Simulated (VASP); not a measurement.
NaF, 2 atoms in the cell. It takes space group I4/mmm (No. 139, tetragonal). Conventional cell: a = 3.183 Å, b = 3.183 Å, c = 4.951 Å, α = 90.00°, β = 90.00°, γ = 90.00°. Na (site symmetry 4/mmm) has 6 F at 2.25 to 2.48 Å within 3.0 Å. F (site symmetry 4/mmm) has 6 Na at 2.25 to 2.48 Å within 3.0 Å.  This cell differs from its parent crystal: ratio of the length along z to the lengths across it x 1.1, volume and fractional coordinates fixed.

* Program: VASP 6.6.1
* Task: single point
* Functional: PBE
* Potentials or basis: VASP PAW PBE potentials, release 64 (Na_pv, F)
* Cutoff: 520 eV
* k mesh: 10 × 10 × 10
* Occupations: gaussian, width 0.05 eV
* Spin: no spin polarisation
* Dipole correction: no
* Further INCAR settings: ALGO = Normal; EDIFF = 1e-06; NBANDS = 14

Potentials or basis: VASP PAW PBE potentials, release 64 (Na_pv, F).

Run with:

```sh
$ cat potpaw_PBE.64/Na_pv/POTCAR potpaw_PBE.64/F/POTCAR > POTCAR
$ mpirun -np 1 vasp_std > vasp.out
```

Hardware: 1 thread of AMD EPYC 7R13 (shared host).

Estimate the wall time of this run.

Wall time 63 s on 1 thread of AMD EPYC 7R13, with other jobs on the host, peak memory 0.13 GiB. Counts: scf iterations 12, k points 102.
